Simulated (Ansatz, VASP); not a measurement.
## AlN: VASP beside Ansatz

```
Al N
1.0
     3.10669    0.00000    0.00000
    -1.55335    2.69048    0.00000
     0.00000    0.00000    4.97859
Al N
2 2
Direct
  0.33333 0.66667 0.99920
  0.66667 0.33333 0.49920
  0.33333 0.66667 0.38080
  0.66667 0.33333 0.88080
```

Alike in both runs: task single point; functional r2SCAN0; k mesh 6 × 6 × 4; no spin polarisation.

|  | VASP | Ansatz |
| --- | --- | --- |
| version | VASP 6.6.1 | Ansatz 0.2.0 |
| potentials or method | VASP PAW PBE potentials, release 64 (Al, N) | plane waves, PAW |
| plane-wave cutoff (eV) | 520 | 500 |
| occupations | gaussian, width 0.01 eV | fixed |
| valence electrons in the cell | 16 | 16 |

Ansatz gave:

| Property | Result |
| --- | --- |
| gap on the k mesh at the Fermi level (eV) | 6.74 |
| pressure (GPa) | -3.3 |
| traceless stress, the component that is largest in VASP (GPa) | -0.09 |

Estimate VASP's values.

gap on the k mesh at the Fermi level (eV): 6.76; pressure (GPa): -3.4; traceless stress, the component that is largest in VASP (GPa): -0.02.

VASP's potentials were made for PBE, not for r2SCAN0. Ansatz's warnings: stress exchange threshold loose, stress scf threshold loose.
